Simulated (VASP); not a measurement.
Si6O11 (a cell with a defect), 17 atoms in the cell. The cell holds a defect, 17 atoms: a = 5.021 Å, b = 5.509 Å, c = 8.696 Å, α = 90.00°, β = 90.00°, γ = 90.00°.  This cell differs from its parent crystal: atoms taken out, atom 16 moved 0.500 of the way to it and +0.500 Å across, host rigid.

- Program: VASP 6.6.1
- Task: single point
- Functional: PBE
- Potentials or basis: VASP PAW PBE potentials, release 64 (Si, O)
- Cutoff: 520 eV
- k mesh: 4 × 4 × 2
- Occupations: gaussian, width 0.05 eV
- Spin: no spin polarisation
- Dipole correction: no
- Charge: 2
- Further INCAR settings: LREAL = Auto; ALGO = Normal; EDIFF = 1e-06; NBANDS = 59; NELECT = 88.0

Potentials or basis: VASP PAW PBE potentials, release 64 (Si, O).

Command:

```sh
$ cat potpaw_PBE.64/Si/POTCAR potpaw_PBE.64/O/POTCAR > POTCAR
$ mpirun -np 1 vasp_std > vasp.out
```

Hardware: 1 thread of Intel(R) Xeon(R) Platinum 8375C CPU @ 2.90GHz (Ice Lake) (shared host).

**Question.** Estimate the wall time of this run.

**Answer.** Run time: 13 min on 1 thread of Intel(R) Xeon(R) Platinum 8375C CPU @ 2.90GHz (Ice Lake), on a shared host, peak memory 0.41 GiB. Counts: scf iterations 17, k points 20.
